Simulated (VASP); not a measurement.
# PW (zincblende type) (F-43m) in VASP: further runs

PW (zincblende type) is run at these levels: LDA; tasks: single point.

Program: VASP 6.6.1. These are calculated values, not measurements. Logs are shortened: lines on timing, memory, paths and dates and some standing lists are left out, and cuts for length are marked.

## 1. The cell of the first run

The structure is cubic, space group F-43m (No. 216). Conventional cell: a = 4.296 Å, b = 4.296 Å, c = 4.296 Å, α = 90.00°, β = 90.00°, γ = 90.00°. Within 2.5 Å of W (site symmetry -43m) lie 4 P at 1.86 Å. Within 2.5 Å of P (site symmetry -43m) lie 4 W at 1.86 Å.

## 2. Single point, LDA (volume scaled by 0.52)

The input, INCAR:

```
SYSTEM = PW
PREC = Accurate
ENCUT = 520
EDIFF = 1E-6
ISMEAR = -1
SIGMA = 0.1
LREAL = .FALSE.
LASPH = .TRUE.
NELM = 60
ALGO = Normal
ISIF = 2
LWAVE = .FALSE.
LCHARG = .FALSE.
NBANDS = 16
```

The input, KPOINTS:

```
regular mesh
0
G
  12 12 12
  0 0 0
```

The input, POSCAR:

```
PW
1.0
    0.0000000000      2.1478663577      2.1478663577
    2.1478663577      0.0000000000      2.1478663577
    2.1478663577      2.1478663577      0.0000000000
W P
1 1
Direct
    0.0000000000      0.0000000000      0.0000000000
    0.2500000000      0.2500000000      0.2500000000
```

Potentials or basis: VASP PAW LDA potentials, release 64 (W_sv, P).

Command:

```bash
$ cat potpaw_LDA.64/W_sv/POTCAR potpaw_LDA.64/P/POTCAR > POTCAR
$ mpirun -np 1 vasp_std > vasp.out
```

OUTCAR:

```text
SYSTEM = PW
   PREC = Accurate
   ENCUT = 520
   EDIFF = 1E-6
   ISMEAR = -1
   LREAL = .FALSE.
   LASPH = .TRUE.
   NELM = 60
   ISIF = 2

 ion  position               nearest neighbor table
   1  0.000  0.000  0.000-   2 1.86   2 1.86   2 1.86   2 1.86
   2  0.250  0.250  0.250-   1 1.86   1 1.86   1 1.86   1 1.86

  LATTYP: Found a face centered cubic cell.
 ALAT       =     4.2957327154

  Lattice vectors:

 A1 = (   0.0000000000,   2.1478663577,   2.1478663577)
 A2 = (   2.1478663577,   0.0000000000,   2.1478663577)
 A3 = (   2.1478663577,   2.1478663577,   0.0000000000)

Analysis of symmetry for initial positions (statically):
=====================================================================
 Subroutine PRICEL returns:
 Original cell was already a primitive cell.

 Routine SETGRP: Setting up the symmetry group for a
 face centered cubic supercell.

 Subroutine GETGRP returns: Found 24 space group operations
 (whereof 24 operations were pure point group operations)
 out of a pool of 48 trial point group operations.

The static configuration has the point symmetry T_d .

Analysis of symmetry for dynamics (positions and initial velocities):
=====================================================================
 Subroutine PRICEL returns:
 Original cell was already a primitive cell.

 Routine SETGRP: Setting up the symmetry group for a
 face centered cubic supercell.

 Subroutine GETGRP returns: Found 24 space group operations
 (whereof 24 operations were pure point group operations)
 out of a pool of 48 trial point group operations.

The dynamic configuration has the point symmetry T_d .

 Subroutine INISYM returns: Found 24 space group operations
 (whereof 24 operations are pure point group operations),
 and found     1 'primitive' translations

----------------------------------------------------------------------------------------

                                     Primitive cell

  volume of cell :      19.8176

  direct lattice vectors                    reciprocal lattice vectors
     0.000000000  2.147866358  2.147866358    -0.232789158  0.232789158  0.232789158
     2.147866358  0.000000000  2.147866358     0.232789158 -0.232789158  0.232789158
     2.147866358  2.147866358  0.000000000     0.232789158  0.232789158 -0.232789158

  length of vectors
     3.037541733  3.037541733  3.037541733     0.403202648  0.403202648  0.403202648

  position of ions in fractional coordinates (direct lattice)
     0.000000000  0.000000000  0.000000000
     0.250000000  0.250000000  0.250000000

  ion indices of the primitive-cell ions
   primitive index   ion index
                 1           1
                 2           2

----------------------------------------------------------------------------------------

 KPOINTS: regular mesh

Automatic generation of k-mesh.
 Grid dimensions read from file:
 generate k-points for:   12   12   12

 Generating k-lattice:

  Cartesian coordinates                     Fractional coordinates (reciprocal lattice)
    -0.019399096  0.019399096  0.019399096     0.083333333  0.000000000  0.000000000
     0.019399096 -0.019399096  0.019399096     0.000000000  0.083333333  0.000000000
     0.019399096  0.019399096 -0.019399096     0.000000000  0.000000000  0.083333333

  Length of vectors
     0.033600221  0.033600221  0.033600221

  Shift w.r.t. Gamma in fractional coordinates (k-lattice)
     0.000000000  0.000000000  0.000000000

 Subroutine IBZKPT returns following result:
 ===========================================

 Found     72 irreducible k-points:

 Following reciprocal coordinates:
            Coordinates               Weight
  0.000000  0.000000  0.000000      1.000000
  0.083333  0.000000  0.000000      8.000000
  0.166667  0.000000  0.000000      8.000000
  0.250000  0.000000  0.000000      8.000000
  0.333333  0.000000  0.000000      8.000000
  0.416667  0.000000  0.000000      8.000000
[... 16 lines left out ...]
  0.500000  0.166667  0.000000     24.000000
 -0.416667  0.166667  0.000000     24.000000
 [... further k-points ...]
   k-points           NKPTS =     72   k-points in BZ     NKDIM =     72   number of bands    NBANDS=     16
   number of dos      NEDOS =    301   number of ions     NIONS =      2
   total plane-waves  NPLWV =  13824
   dimension x,y,z NGX =    24 NGY =   24 NGZ =   24
   dimension x,y,z NGXF=    48 NGYF=   48 NGZF=   48
   ions per type =               1   1
   NGX,Y,Z   is equivalent  to a cutoff of  13.14, 13.14, 13.14 a.u.
   NGXF,Y,Z  is equivalent  to a cutoff of  26.27, 26.27, 26.27 a.u.
 SYSTEM =  PW
   PREC   = accura    normal or accurate (medium, high low for compatibility)
   ISTART =      0    job   : 0-new  1-cont  2-samecut
   ICHARG =      2    charge: 1-file 2-atom 10-const
   ISPIN  =      1    spin polarized calculation?
   LNONCOLLINEAR =      F non collinear calculations
   LSORBIT =      F    spin-orbit coupling
   LASPH  =      T    aspherical Exc in radial PAW
   ENCUT  =  520.0 eV  38.22 Ry    6.18 a.u.   5.65  5.65  5.65*2*pi/ulx,y,z
   NELM   =     60;   NELMIN=  2; NELMDL= -5     # of ELM steps
   EDIFF  = 0.1E-05   stopping-criterion for ELM
   LREAL  =      F    real-space projection
   EDIFFG = 0.1E-04   stopping-criterion for IOM
   NSW    =      0    number of steps for IOM
   IBRION =     -1    ionic relax: 0-MD 1-quasi-New 2-CG
   NFREE  =      0    steps in history (QN), initial steepest desc. (CG)
   ISIF   =      2    stress and relaxation
   ISYM   =      2    0-nonsym 1-usesym 2-fastsym
   POTIM  = 0.5000    time-step for ionic-motion
   TEBEG  =    0.0;   TEEND  =   0.0 temperature during run
   PSTRESS=    0.0 pullay stress
   NELECT =      19.0000    total number of electrons
   NUPDOWN=      -1.0000    fix difference up-down
   EMIN   =  10.00;   EMAX   =-10.00  energy-range for DOS
   EFERMI =   0.00;   METHOD = LEGACY
   ISMEAR =    -1;   SIGMA  =   0.10  broadening in eV -4-tet -1-fermi 0-gaus
   EFERMI_NEDOS =   21; number of points for ismear=-14 and -15
   IALGO  =     38    algorithm
   IMIX   =      4    mixing-type and parameters
     AMIX     =   0.40;   BMIX     =  1.00
     AMIX_MAG =   1.60;   BMIX_MAG =  1.00
  volume/ion in A,a.u.               =       9.91        66.87
  Fermi-wavevector in a.u.,A,eV,Ry     =   1.614267  3.050523 35.454862  2.605859
  Thomas-Fermi vector in A             =   2.709203
   LORBIT       =      0    0 simple, 1 ext, 2 COOP (PROOUT), +10 PAW based schemes
   GGA     = CA    functional components
   LHFCALC =     F    Hartree Fock is set to
   AEXX    =    0.0000 exact exchange contribution
   IVDW    =     0    specifies the selected vdW correction
   LEPSILON=     F    determine dielectric tensor
   LRPA    =     F    only Hartree local field effects (RPA)
 non-spin polarized calculation
  energy-cutoff  :      520.00
  volume of cell :       19.82
 maximum number of plane-waves:       547
   NGX = 11   NGY = 11   NGZ = 11

 number of electron      18.9999999 magnetization

 Free energy of the ion-electron system (eV)
  ---------------------------------------------------
  ext. energy  EPLUGINS =         0.00000000
  ---------------------------------------------------
  free energy    TOTEN  =        -6.53987078 eV

  energy without entropy =       -6.50254308  energy(sigma->0) =       -6.52120693

 E-fermi :  16.6180     XC(G=0): -14.6230

 val. band max:       16.5877040533   @ k =   0.4167   0.1667   0.0833
 cond. band min:      16.6254732733   @ k =   0.3333   0.2500   0.0000
 fundamental gap:      0.0377692200
 Fermi energy:        16.6180043071

 k-point     1 :       0.0000    0.0000    0.0000
  band No.  band energies     occupation
      1     -56.1760      2.00000
      2     -21.2604      2.00000
      3     -21.2604      2.00000
      4     -21.2604      2.00000
      5       0.5451      2.00000
      6       9.1853      2.00000
[... 8 lines left out ...]
     15      33.1953      0.00000
     16      36.9715      0.00000

 k-point     2 :       0.0833    0.0000    0.0000
  band No.  band energies     occupation
      1     -56.1714      2.00000
      2     -21.3339      2.00000
      3     -21.2695      2.00000
      4     -21.2695      2.00000
      5       0.7905      2.00000
      6       9.0737      2.00000
[... 8 lines left out ...]
     15      33.5204      0.00000
     16      35.0433      0.00000

 k-point     3 :       0.1667    0.0000    0.0000
  band No.  band energies     occupation
      1     -56.1586      2.00000
      2     -21.5299      2.00000
      3     -21.2944      2.00000
      4     -21.2944      2.00000
      5       1.4617      2.00000
      6       8.8449      2.00000
[... 8 lines left out ...]
     15      31.0694      0.00000
     16      33.1960      0.00000

 k-point     4 :       0.2500    0.0000    0.0000
  band No.  band energies     occupation
      1     -56.1412      2.00000
      2     -21.7876      2.00000
      3     -21.3281      2.00000
      4     -21.3281      2.00000
      5       2.3597      2.00000
      6       8.7519      2.00000
[... 8 lines left out ...]
     15      29.1565      0.00000
     16      31.3838      0.00000

 k-point     5 :       0.3333    0.0000    0.0000
  band No.  band energies     occupation
      1     -56.1237      2.00000
      2     -22.0347      2.00000
      3     -21.3615      2.00000
      4     -21.3615      2.00000
      5       3.1712      2.00000
      6       9.0566      2.00000
[... 8 lines left out ...]
     15      30.7039      0.00000
     16      32.2231      0.00000

 k-point     6 :       0.4167    0.0000    0.0000
  band No.  band energies     occupation
      1     -56.1109      2.00000
      2     -22.2096      2.00000
      3     -21.3858      2.00000
      4     -21.3858      2.00000
      5       3.6460      2.00000
      6       9.7344      2.00000
[... 8 lines left out ...]
     15      33.4481      0.00000
     16      33.9950      0.00000
[... 267 lines left out ...]
 k-point    21 :       0.3333    0.1667    0.0000
  band No.  band energies     occupation
      1     -56.1238      2.00000
      2     -21.8985      2.00000
      3     -21.4355      2.00000
      4     -21.4288      2.00000
      5       3.3542      2.00000
      6       7.9474      2.00000
[... 8 lines left out ...]
     15      30.3060      0.00000
     16      30.7546      0.00000

 k-point    22 :       0.4167    0.1667    0.0000
  band No.  band energies     occupation
      1     -56.1094      2.00000
      2     -22.0743      2.00000
      3     -21.4933      2.00000
      4     -21.4500      2.00000
      5       4.0565      2.00000
      6       8.2682      2.00000
[... 8 lines left out ...]
     15      31.1017      0.00000
     16      31.5717      0.00000

 k-point    23 :       0.5000    0.1667    0.0000
  band No.  band energies     occupation
      1     -56.1005      2.00000
      2     -22.1773      2.00000
      3     -21.5466      2.00000
      4     -21.4507      2.00000
      5       4.4167      2.00000
      6       8.7396      2.00000
[... 8 lines left out ...]
     15      32.1322      0.00000
     16      32.4110      0.00000

 k-point    24 :      -0.4167    0.1667    0.0000
  band No.  band energies     occupation
      1     -56.0993      2.00000
      2     -22.1857      2.00000
      3     -21.5790      2.00000
      4     -21.4308      2.00000
      5       4.4702      2.00000
      6       9.0212      2.00000
[... 8 lines left out ...]
     15      32.0485      0.00000
     16      32.6709      0.00000

 [... further k-points ...]
[... 5 lines left out ...]
  --------------------------------------------------------------------------------------
  -------------------------------------------------------------------------------------
  Total       45.0923341     45.0923341     45.0923341     -0.0000000      0.0000000      0.0000000
  in kB     3645.5372165   3645.5372165   3645.5372165     -0.0000000      0.0000000      0.0000000
  external PRESSURE =    3645.5372165 kB  Pullay stress =       0.0000000 kB

 VOLUME and BASIS-vectors are now :
 -----------------------------------------------------------------------------
  energy-cutoff  :      520.00
  volume of cell :       19.82
      direct lattice vectors                 reciprocal lattice vectors
     0.000000000  2.147866358  2.147866358    -0.232789158  0.232789158  0.232789158
     2.147866358  0.000000000  2.147866358     0.232789158 -0.232789158  0.232789158
     2.147866358  2.147866358  0.000000000     0.232789158  0.232789158 -0.232789158

 POSITION                                       TOTAL-FORCE (eV/Angst)
 -----------------------------------------------------------------------------------
      0.00000      0.00000      0.00000        -0.000000     -0.000000      0.000000
      1.07393      1.07393      1.07393         0.000000      0.000000     -0.000000
 -----------------------------------------------------------------------------------
    total drift:                               -0.000001     -0.000001     -0.000001

  FREE ENERGIE OF THE ION-ELECTRON SYSTEM (eV)
  ---------------------------------------------------
  free  energy   TOTEN  =        -6.5398707835 eV

  energy  without entropy=       -6.5025430770  energy(sigma->0) =       -6.52120693
```

Run time: 17 s. Hardware: 1 thread of Intel Xeon 8259CL, shared host; peak memory 0.15 GiB.

What came out:

```
Free energy : -6.5399 eV
Pressure    : 364.6 GPa
```

Caveat: spin-orbit coupling is left out, which moves the levels of the heavy elements.

## 3. Single point, LDA (volume scaled by 0.6)

The input, INCAR:

```
ALGO = Normal
EDIFF = 1E-6
ENCUT = 520
ISIF = 2
ISMEAR = -1
LASPH = True
LCHARG = True
LELF = True
LREAL = False
LVHAR = True
LWAVE = False
NBANDS = 16
NELM = 60
PREC = Accurate
SIGMA = 0.1
```

The input, KPOINTS:

```
k-points
0
Gamma
  12 12 12
```

The input, POSCAR:

```
PW
1.0
    0.0000000000      2.2528030455      2.2528030455
    2.2528030455      0.0000000000      2.2528030455
    2.2528030455      2.2528030455      0.0000000000
W P
1 1
Direct
    0.0000000000      0.0000000000      0.0000000000
    0.2500000000      0.2500000000      0.2500000000
```

Potentials or basis: VASP PAW LDA potentials, release 64 (W_sv, P).

Command:

```bash
$ cat potpaw_LDA.64/W_sv/POTCAR potpaw_LDA.64/P/POTCAR > POTCAR
$ mpirun -np 1 vasp_std > vasp.out
```

It took 21 s on 1 thread of Intel Xeon 8259CL, shared host; peak memory 0.15 GiB.

Results (log left out):

```
Free energy : -11.9886 eV
Pressure    : 220.0 GPa
```

Levels at points of the mesh, in eV from the Fermi level:
```csv
k point,band 6,band 7,band 8,band 9,band 10,band 11,band 12,band 13,band 14,band 15
"(0.00, 0.00, 0.00)",-6.57,-6.57,-6.57,-1.41,-1.41,5.80,7.77,7.77,7.77,15.82
"(0.50, 0.00, 0.00)",-6.35,-5.89,-5.89,0.23,0.23,1.15,5.48,5.48,5.82,16.28
"(0.50, 0.50, 0.00)",-9.34,-3.28,-2.03,-2.03,1.65,1.67,2.05,2.05,11.68,13.17
```

Caveat: spin-orbit coupling is left out, which moves the levels of the heavy elements.

## 4. Single point, LDA (volume scaled by 0.68)

The input, INCAR:

```
SYSTEM = PW
PREC = Accurate ; ENCUT = 520
EDIFF = 1E-6 ; ISMEAR = -1
SIGMA = 0.1 ; LREAL = .FALSE.
LASPH = .TRUE. ; NELM = 60
ALGO = Normal ; ISIF = 2
LWAVE = .FALSE. ; LCHARG = .FALSE.
GGA = CA ; NBANDS = 16
```

The input, KPOINTS:

```
Automatic mesh
0
G
  12 12 12
  0 0 0
```

The input, POSCAR:

```
PW
1.0
    0.0000000000      2.3487805686      2.3487805686
    2.3487805686      0.0000000000      2.3487805686
    2.3487805686      2.3487805686      0.0000000000
W P
1 1
Direct
    0.0000000000      0.0000000000      0.0000000000
    0.2500000000      0.2500000000      0.2500000000
```

Command:

```bash
$ cat potpaw_LDA.64/W_sv/POTCAR potpaw_LDA.64/P/POTCAR > POTCAR
$ mpirun -np 1 vasp_std > vasp.out
```

Run time: 45 s. Hardware: 1 thread of Intel Xeon 8259CL, shared host; peak memory 0.16 GiB.

Results (log left out):

| Property | Result |
| --- | --- |
| Free energy | -15.2736 eV |
| Pressure | 131.8 GPa |

Levels at points of the mesh, in eV from the Fermi level:
```csv
k point,band 6,band 7,band 8,band 9,band 10,band 11,band 12,band 13
"(0.00, 0.00, 0.00)",-5.91,-5.91,-5.91,-1.03,-1.03,5.16,7.52,7.52
"(0.50, 0.00, 0.00)",-6.14,-5.26,-5.26,0.26,0.26,0.83,5.05,5.05
"(0.50, 0.50, 0.00)",-8.33,-2.94,-2.25,-2.25,1.07,1.52,1.97,1.97
```

Caveat: spin-orbit coupling is left out, which moves the levels of the heavy elements.

(Continued in part 2 of 2.)
